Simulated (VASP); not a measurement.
# Ag (Fm-3m) in VASP: notebook

Ag is run at these levels: PBE; tasks: single point.

All numbers are computed with VASP 6.6.1; they aren't measurements. Logs are shortened: lines on timing, memory, paths and dates and some standing lists are left out, and cuts for length are marked.

## (1) The cell of the first run

The structure is cubic, space group Fm-3m (No. 225). Conventional cell: a = 4.201 Å, b = 4.201 Å, c = 4.201 Å, α = 90.00°, β = 90.00°, γ = 90.00°. Within 3.9 Å of Ag (site symmetry m-3m) lie 12 Ag at 2.97 Å.

## (2) Single point, PBE (volume scaled by 1.04)

INCAR reads:

```
PREC = Accurate
ENCUT = 520
EDIFF = 1E-6
ISMEAR = -1
SIGMA = 0.1
LREAL = False
LASPH = True
NELM = 100
ALGO = Normal
ISIF = 2
LWAVE = False
LCHARG = False
GGA = PE
NBANDS = 12
```

KPOINTS reads:

```
regular mesh
0
Gamma
  21 21 21
```

POSCAR reads:

```
Ag
1.0
    0.0000000000      2.1007233615      2.1007233615
    2.1007233615      0.0000000000      2.1007233615
    2.1007233615      2.1007233615      0.0000000000
Ag
1
Direct
    0.0000000000      0.0000000000      0.0000000000
```

Potentials or basis: VASP PAW PBE potentials, release 64 (Ag).

On the command line:

```bash
> cat potpaw_PBE.64/Ag/POTCAR > POTCAR
> mpirun -np 1 vasp_std > vasp.out
```

OUTCAR:

```text
PREC = Accurate
   ENCUT = 520
   EDIFF = 1E-6
   ISMEAR = -1
   LREAL = False
   LASPH = True
   NELM = 100
   ISIF = 2
   GGA = PE

 ion  position               nearest neighbor table
   1  0.000  0.000  0.000-

  LATTYP: Found a face centered cubic cell.
 ALAT       =     4.2014467230

  Lattice vectors:

 A1 = (   0.0000000000,   2.1007233615,   2.1007233615)
 A2 = (   2.1007233615,   0.0000000000,   2.1007233615)
 A3 = (   2.1007233615,   2.1007233615,   0.0000000000)

Analysis of symmetry for initial positions (statically):
=====================================================================
 Subroutine PRICEL returns:
 Original cell was already a primitive cell.

 Routine SETGRP: Setting up the symmetry group for a
 face centered cubic supercell.

 Subroutine GETGRP returns: Found 48 space group operations
[... 9 lines left out ...]

 Routine SETGRP: Setting up the symmetry group for a
 face centered cubic supercell.

 Subroutine GETGRP returns: Found 48 space group operations
[... 11 lines left out ...]
                                     Primitive cell

  volume of cell :      18.5411

  direct lattice vectors                    reciprocal lattice vectors
     0.000000000  2.100723362  2.100723362    -0.238013253  0.238013253  0.238013253
     2.100723362  0.000000000  2.100723362     0.238013253 -0.238013253  0.238013253
     2.100723362  2.100723362  0.000000000     0.238013253  0.238013253 -0.238013253

  length of vectors
     2.970871469  2.970871469  2.970871469     0.412251046  0.412251046  0.412251046

  position of ions in fractional coordinates (direct lattice)
     0.000000000  0.000000000  0.000000000

  ion indices of the primitive-cell ions
   primitive index   ion index
                 1           1

----------------------------------------------------------------------------------------

 KPOINTS: regular mesh

Automatic generation of k-mesh.
 Grid dimensions read from file:
 generate k-points for:   21   21   21

 Generating k-lattice:

  Cartesian coordinates                     Fractional coordinates (reciprocal lattice)
    -0.011333964  0.011333964  0.011333964     0.047619048  0.000000000  0.000000000
     0.011333964 -0.011333964  0.011333964     0.000000000  0.047619048  0.000000000
     0.011333964  0.011333964 -0.011333964     0.000000000  0.000000000  0.047619048

  Length of vectors
     0.019631002  0.019631002  0.019631002

  Shift w.r.t. Gamma in fractional coordinates (k-lattice)
     0.000000000  0.000000000  0.000000000

 Subroutine IBZKPT returns following result:
 ===========================================

 Found    286 irreducible k-points:

 Following reciprocal coordinates:
            Coordinates               Weight
  0.000000  0.000000  0.000000      1.000000
  0.047619  0.000000  0.000000      8.000000
  0.095238  0.000000  0.000000      8.000000
  0.142857  0.000000  0.000000      8.000000
  0.190476  0.000000  0.000000      8.000000
  0.238095  0.000000  0.000000      8.000000
[... 16 lines left out ...]
 -0.428571  0.047619  0.000000     24.000000
 -0.380952  0.047619  0.000000     24.000000
 [... further k-points ...]
   k-points           NKPTS =    286   k-points in BZ     NKDIM =    286   number of bands    NBANDS=     12
   number of dos      NEDOS =    301   number of ions     NIONS =      1
   total plane-waves  NPLWV =  13824
   dimension x,y,z NGX =    24 NGY =   24 NGZ =   24
   dimension x,y,z NGXF=    48 NGYF=   48 NGZF=   48
   ions per type =               1
   NGX,Y,Z   is equivalent  to a cutoff of  13.43, 13.43, 13.43 a.u.
   NGXF,Y,Z  is equivalent  to a cutoff of  26.86, 26.86, 26.86 a.u.
 SYSTEM =  unknown system
   PREC   = accura    normal or accurate (medium, high low for compatibility)
   ISTART =      0    job   : 0-new  1-cont  2-samecut
   ICHARG =      2    charge: 1-file 2-atom 10-const
   ISPIN  =      1    spin polarized calculation?
   LNONCOLLINEAR =      F non collinear calculations
   LSORBIT =      F    spin-orbit coupling
   LASPH  =      T    aspherical Exc in radial PAW
   ENCUT  =  520.0 eV  38.22 Ry    6.18 a.u.   5.52  5.52  5.52*2*pi/ulx,y,z
   NELM   =    100;   NELMIN=  2; NELMDL= -5     # of ELM steps
   EDIFF  = 0.1E-05   stopping-criterion for ELM
   LREAL  =      F    real-space projection
   EDIFFG = 0.1E-04   stopping-criterion for IOM
   NSW    =      0    number of steps for IOM
   IBRION =     -1    ionic relax: 0-MD 1-quasi-New 2-CG
   NFREE  =      0    steps in history (QN), initial steepest desc. (CG)
   ISIF   =      2    stress and relaxation
   ISYM   =      2    0-nonsym 1-usesym 2-fastsym
   POTIM  = 0.5000    time-step for ionic-motion
   TEBEG  =    0.0;   TEEND  =   0.0 temperature during run
   PSTRESS=    0.0 pullay stress
   NELECT =      11.0000    total number of electrons
   NUPDOWN=      -1.0000    fix difference up-down
   EMIN   =  10.00;   EMAX   =-10.00  energy-range for DOS
   EFERMI =   0.00;   METHOD = LEGACY
   ISMEAR =    -1;   SIGMA  =   0.10  broadening in eV -4-tet -1-fermi 0-gaus
   EFERMI_NEDOS =   21; number of points for ismear=-14 and -15
   IALGO  =     38    algorithm
   IMIX   =      4    mixing-type and parameters
     AMIX     =   0.40;   BMIX     =  1.00
     AMIX_MAG =   1.60;   BMIX_MAG =  1.00
  volume/ion in A,a.u.               =      18.54       125.12
  Fermi-wavevector in a.u.,A,eV,Ry     =   1.375604  2.599515 25.746131  1.892287
  Thomas-Fermi vector in A             =   2.500925
   LORBIT       =      0    0 simple, 1 ext, 2 COOP (PROOUT), +10 PAW based schemes
   GGA     = PE    functional components
   LHFCALC =     F    Hartree Fock is set to
   AEXX    =    0.0000 exact exchange contribution
   IVDW    =     0    specifies the selected vdW correction
   LEPSILON=     F    determine dielectric tensor
   LRPA    =     F    only Hartree local field effects (RPA)
 non-spin polarized calculation
  energy-cutoff  :      520.00
  volume of cell :       18.54
 maximum number of plane-waves:       531
 NGX is ok and might be reduce to    24
   NGX = 11   NGY = 11   NGZ = 11

 number of electron      11.0000002 magnetization

 Free energy of the ion-electron system (eV)
  ---------------------------------------------------
  ext. energy  EPLUGINS =         0.00000000
  ---------------------------------------------------
  free energy    TOTEN  =        -2.71381883 eV

  energy without entropy =       -2.70295625  energy(sigma->0) =       -2.70838754

 E-fermi :   7.3559     XC(G=0): -11.7163

 val. band max:        7.3137584853   @ k =  -0.3333   0.1905   0.0476
 cond. band min:       7.3776831295   @ k =  -0.4286   0.0952   0.0000
 fundamental gap:      0.0639246442
 Fermi energy:         7.3559321455

 k-point     1 :       0.0000    0.0000    0.0000
  band No.  band energies     occupation
      1       0.1462      2.00000
      2       2.7980      2.00000
      3       2.7980      2.00000
      4       2.7980      2.00000
      5       3.6879      2.00000
      6       3.6879      2.00000
      7      23.1378      0.00000
      8      26.2204      0.00000
      9      26.2204      0.00000
     10      26.2204      0.00000
     11      30.8380      0.00000
     12      31.4819      0.00000

 k-point     2 :       0.0476    0.0000    0.0000
  band No.  band energies     occupation
      1       0.2128      2.00000
      2       2.7840      2.00000
      3       2.8154      2.00000
      4       2.8154      2.00000
      5       3.6813      2.00000
      6       3.6813      2.00000
      7      23.1348      0.00000
      8      25.5731      0.00000
      9      26.2296      0.00000
     10      26.2296      0.00000
     11      30.8433      0.00000
     12      31.4385      0.00000

 k-point     3 :       0.0952    0.0000    0.0000
  band No.  band energies     occupation
      1       0.4076      2.00000
      2       2.7491      2.00000
      3       2.8627      2.00000
      4       2.8627      2.00000
      5       3.6667      2.00000
      6       3.6667      2.00000
      7      22.9217      0.00000
      8      24.4148      0.00000
      9      26.2466      0.00000
     10      26.2466      0.00000
     11      30.2059      0.00000
     12      31.2648      0.00000

 k-point     4 :       0.1429    0.0000    0.0000
  band No.  band energies     occupation
      1       0.7113      2.00000
      2       2.7183      2.00000
      3       2.9237      2.00000
      4       2.9237      2.00000
      5       3.6598      2.00000
      6       3.6598      2.00000
      7      21.7787      0.00000
      8      23.9434      0.00000
      9      26.2412      0.00000
     10      26.2412      0.00000
     11      29.5612      0.00000
     12      30.8876      0.00000

 k-point     5 :       0.1905    0.0000    0.0000
  band No.  band energies     occupation
      1       1.0727      2.00000
      2       2.7510      2.00000
      3       2.9703      2.00000
      4       2.9703      2.00000
      5       3.6871      2.00000
      6       3.6871      2.00000
      7      20.0826      0.00000
      8      23.8505      0.00000
      9      26.1664      0.00000
     10      26.1664      0.00000
     11      29.2052      0.00000
     12      30.3549      0.00000

 k-point     6 :       0.2381    0.0000    0.0000
  band No.  band energies     occupation
      1       1.3782      2.00000
      2       2.9683      2.00000
      3       2.9777      2.00000
      4       2.9777      2.00000
      5       3.7702      2.00000
      6       3.7702      2.00000
      7      18.2875      0.00000
      8      23.6728      0.00000
      9      25.9733      0.00000
     10      25.9733      0.00000
     11      29.2542      0.00000
     12      29.8312      0.00000

 k-point     7 :       0.2857    0.0000    0.0000
  band No.  band energies     occupation
      1       1.5179      2.00000
      2       2.9467      2.00000
      3       2.9467      2.00000
      4       3.4849      2.00000
      5       3.9020      2.00000
      6       3.9020      2.00000
      7      16.4987      0.00000
      8      23.3729      0.00000
      9      25.6470      0.00000
     10      25.6470      0.00000
     11      29.4408      0.00000
     12      29.4408      0.00000

 k-point     8 :       0.3333    0.0000    0.0000
  band No.  band energies     occupation
      1       1.5278      2.00000
      2       2.8966      2.00000
      3       2.8966      2.00000
      4       4.0542      2.00000
      5       4.0542      2.00000
      6       4.2629      2.00000
      7      14.7649      0.00000
      8      23.0299      0.00000
      9      25.2373      0.00000
     10      25.2373      0.00000
     11      29.2057      0.00000
     12      29.2057      0.00000
[... 166 lines left out ...]
 k-point    20 :       0.4286    0.0476    0.0000
  band No.  band energies     occupation
      1       1.4968      2.00000
      2       2.7924      2.00000
      3       2.8517      2.00000
      4       4.0918      2.00000
      5       4.3233      2.00000
      6       6.0390      2.00000
      7      12.1697      0.00000
      8      22.4986      0.00000
      9      23.9611      0.00000
     10      24.5314      0.00000
     11      29.1878      0.00000
     12      29.4918      0.00000

 k-point    21 :       0.4762    0.0476    0.0000
  band No.  band energies     occupation
      1       1.4650      2.00000
      2       2.7657      2.00000
      3       2.8206      2.00000
      4       4.2152      2.00000
      5       4.3737      2.00000
      6       6.9538      1.96476
      7      10.9359      0.00000
      8      22.3392      0.00000
      9      23.9702      0.00000
     10      24.0920      0.00000
     11      29.2871      0.00000
     12      29.3417      0.00000

 k-point    22 :      -0.4762    0.0476    0.0000
  band No.  band energies     occupation
      1       1.4567      2.00000
      2       2.7616      2.00000
      3       2.8095      2.00000
      4       4.2677      2.00000
      5       4.3643      2.00000
      6       7.2975      1.28401
      7      10.5146      0.00000
      8      22.2807      0.00000
      9      23.8404      0.00000
     10      24.1503      0.00000
     11      29.2153      0.00000
     12      29.3598      0.00000

 k-point    23 :      -0.4286    0.0476    0.0000
  band No.  band energies     occupation
      1       1.4743      2.00000
      2       2.7802      2.00000
      3       2.8203      2.00000
      4       4.2454      2.00000
      5       4.2951      2.00000
      6       6.6781      1.99773
      7      11.2954      0.00000
      8      22.3230      0.00000
      9      23.7840      0.00000
     10      24.5136      0.00000
     11      29.1012      0.00000
     12      29.4037      0.00000

 k-point    24 :      -0.3810    0.0476    0.0000
  band No.  band energies     occupation
      1       1.5128      2.00000
      2       2.8182      2.00000
      3       2.8517      2.00000
      4       4.1423      2.00000
      5       4.1746      2.00000
      6       5.7240      2.00000
      7      12.6606      0.00000
      8      22.4571      0.00000
      9      23.9141      0.00000
     10      25.0527      0.00000
     11      28.9945      0.00000
     12      29.3873      0.00000

 [... further k-points ...]

------------------------ aborting loop because EDIFF is reached ----------------------------------------

  FORCE on cell =-STRESS in cart. coord.  units (eV):
  Direction    XX          YY          ZZ          XY          YZ          ZX
  --------------------------------------------------------------------------------------
  -------------------------------------------------------------------------------------
  Total       -0.3658185     -0.3658185     -0.3658185     -0.0000000     -0.0000000      0.0000000
  in kB      -31.6111037    -31.6111037    -31.6111037     -0.0000000     -0.0000000      0.0000000
  external PRESSURE =     -31.6111037 kB  Pullay stress =       0.0000000 kB

 VOLUME and BASIS-vectors are now :
 -----------------------------------------------------------------------------
  energy-cutoff  :      520.00
  volume of cell :       18.54
      direct lattice vectors                 reciprocal lattice vectors
     0.000000000  2.100723362  2.100723362    -0.238013253  0.238013253  0.238013253
     2.100723362  0.000000000  2.100723362     0.238013253 -0.238013253  0.238013253
     2.100723362  2.100723362  0.000000000     0.238013253  0.238013253 -0.238013253

 POSITION                                       TOTAL-FORCE (eV/Angst)
 -----------------------------------------------------------------------------------
      0.00000      0.00000      0.00000         0.000000      0.000000      0.000000
 -----------------------------------------------------------------------------------
    total drift:                               -0.000000      0.000000      0.000000

  FREE ENERGIE OF THE ION-ELECTRON SYSTEM (eV)
  ---------------------------------------------------
  free  energy   TOTEN  =        -2.7138188302 eV

  energy  without entropy=       -2.7029562546  energy(sigma->0) =       -2.70838754
```

It took 38 s on 1 thread of AMD EPYC 7R13 (Zen 3), shared host; peak memory 0.16 GiB.

Results:

* Free energy: -2.7138 eV
* Pressure: -3.2 GPa

Caveat: the cell differs from its parent crystal (volume scaled by 1.04).

## (3) Single point, PBE (volume scaled by 1.08)

INCAR reads:

```
  PREC = Accurate
  ENCUT = 520
  EDIFF = 1E-6
  ISMEAR = -1
  SIGMA = 0.1
  LREAL = F
  LASPH = T
  NELM = 80
  ALGO = Normal
  ISIF = 2
  LWAVE = F
  LCHARG = F
  GGA = PE
  NBANDS = 12
```

KPOINTS reads:

```
Automatic mesh
0
Gamma
  21 21 21
```

POSCAR reads:

```
Ag
1.0
    0.0000000000      2.1273176197      2.1273176197
    2.1273176197      0.0000000000      2.1273176197
    2.1273176197      2.1273176197      0.0000000000
Ag
1
Direct
    0.0000000000      0.0000000000      0.0000000000
```

Potentials or basis: VASP PAW PBE potentials, release 64 (Ag).

On the command line:

```bash
> cat potpaw_PBE.64/Ag/POTCAR > POTCAR
> mpirun -np 1 vasp_std > vasp.out
```

It took 42 s on 1 thread of AMD EPYC 7R13 (Zen 3), shared host; peak memory 0.16 GiB.

Results (log left out):

- Free energy: -2.6945 eV
- Pressure: -5.6 GPa

Levels at points of the mesh, in eV from the Fermi level:
| k point | band 2 | band 3 | band 4 | band 5 | band 6 | band 7 | band 8 | band 9 | band 10 | band 11 |
| --- | --- | --- | --- | --- | --- | --- | --- | --- | --- | --- |
| (0.00, 0.00, 0.00) | -4.44 | -4.44 | -4.44 | -3.61 | -3.61 | 15.67 | 18.53 | 18.53 | 18.53 | 23.08 |

Caveat: the cell differs from its parent crystal (volume scaled by 1.08).

## (4) Single point, PBE (volume scaled by 1.12)

INCAR reads:

```
SYSTEM = Ag
PREC     = Accurate       ! precision mode
ENCUT    = 520            ! plane-wave cutoff, eV
EDIFF    = 1E-6           ! SCF threshold, eV
ISMEAR   = -1             ! smearing method
SIGMA    = 0.1            ! smearing width, eV
LREAL    = .FALSE.        ! projectors in reciprocal space
LASPH    = .TRUE.         ! aspherical terms in the spheres
NELM     = 60             ! most SCF steps
ALGO     = Normal         ! electronic algorithm
ISIF     = 2              ! what is computed and relaxed
LWAVE    = .FALSE.        ! write WAVECAR
LCHARG   = .FALSE.        ! write CHGCAR
GGA      = PE             ! functional
NBANDS   = 12             ! bands
```

KPOINTS reads:

```
regular mesh
0
G
  21 21 21
  0 0 0
```

POSCAR reads:

```
Ag
1.0
    0.0000000000      2.1532630745      2.1532630745
    2.1532630745      0.0000000000      2.1532630745
    2.1532630745      2.1532630745      0.0000000000
Ag
1
Direct
    0.0000000000      0.0000000000      0.0000000000
```

On the command line:

```bash
> cat potpaw_PBE.64/Ag/POTCAR > POTCAR
> mpirun -np 1 vasp_std > vasp.out
```

Run time: 56 s. Hardware: 1 thread of AMD EPYC 7R13 (Zen 3), shared host; peak memory 0.16 GiB.

It converged, with:

```yaml
Free_energy: -2.6659 eV
Pressure: -7.4 GPa
```

Levels at points of the mesh, in eV from the Fermi level:
```
           k point  band 2  band 3  band 4  band 5  band 6  band 7  band 8  band 9  band 10  band 11
(0.00, 0.00, 0.00)   -4.34   -4.34   -4.34   -3.56   -3.56   15.56   18.21   18.21    18.21    22.68
```

Caveat: the cell differs from its parent crystal (volume scaled by 1.12).

## (5) Single point, PBE

This run uses another cell than the first one, of 17.83 Å³/atom, 0.962 times its volume.

INCAR reads:

```
SYSTEM = Ag
PREC = Accurate
ENCUT = 520
EDIFF = 1E-6
ISMEAR = 1
SIGMA = 0.3
LREAL = .False.
LASPH = .True.
NELM = 80
ALGO = Normal
ISIF = 2
LWAVE = .False.
LCHARG = .False.
GGA = PE
NBANDS = 12
```

KPOINTS reads:

```
regular mesh
0
Gamma
  13 13 13
  0 0 0
```

POSCAR reads:

```
Ag
1.0
    0.0000000000      2.0734381516      2.0734381516
    2.0734381516      0.0000000000      2.0734381516
    2.0734381516      2.0734381516      0.0000000000
Ag
1
Direct
    0.0000000000      0.0000000000      0.0000000000
```

On the command line:

```bash
> cat potpaw_PBE.64/Ag/POTCAR > POTCAR
> mpirun -np 1 vasp_std > vasp.out
```

Run time: 15 s. Hardware: 1 thread of Intel Xeon 8259CL, shared host; peak memory 0.15 GiB.

It converged, with:

| Item | Value |
| --- | --- |
| Free energy | -2.7160 eV |
| Pressure | -0.1 GPa |

Levels at points of the mesh, in eV from the Fermi level:
```csv
k point,band 4,band 5,band 6,band 7,band 8,band 9
"(0.00, 0.00, 0.00)",-4.82,-3.87,-3.87,15.75,19.06,19.06
```

## (6) Summary

```csv
cell,k mesh,smearing,gap on the mesh (eV),pressure (GPa)
"a = 2.971 Å, angles 60.0°, 1 atom",21 × 21 × 21,fermi-dirac 0.1 eV,none,-3.2
"a = 3.008 Å, angles 60.0°, 1 atom",21 × 21 × 21,fermi-dirac 0.1 eV,none,-5.6
"a = 3.045 Å, angles 60.0°, 1 atom",21 × 21 × 21,fermi-dirac 0.1 eV,none,-7.4
"a = 2.932 Å, angles 60.0°, 1 atom",13 × 13 × 13,methfessel-paxton 0.3 eV,none,-0.1
```

Alike in all rows: task single point; level PBE; potentials or basis VASP PAW PBE potentials, release 64 (Ag); no spin polarisation; cutoff (eV) 520.

Absolute energies hang on the potentials; compare differences alone.
